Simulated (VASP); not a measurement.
Runs of VASP 6.6.1 on Cu. It takes space group I4/mmm (No. 139, tetragonal). Conventional cell: a = 2.886 Å, b = 2.886 Å, c = 2.752 Å, α = 90.00°, β = 90.00°, γ = 90.00°. Cu (site symmetry 4/mmm) has 14 Cu at 2.46 to 2.89 Å within 3.2 Å. 

```tsv
k mesh	gap on the mesh (eV)	pressure (GPa)
6 × 6 × 6	none	-0.2
4 × 4 × 4	none	-1.3
7 × 7 × 7	none	(a)
10 × 10 × 10	none	-0.7
```

Alike in all rows: task single point; level PBEsol; potentials or basis VASP PAW PBE potentials, release 64 (Cu); no spin polarisation; cell as given; cutoff (eV) 520; smearing methfessel-paxton 0.1 eV.

Question: Estimate the missing entries.

Answer: (a) -0.3.

Caveats: some runs use coarse meshes; the PAW data sets were made with another functional, which shifts forces and pressure a little.

A gap of «none» marks levels without a gap at the run's occupations.
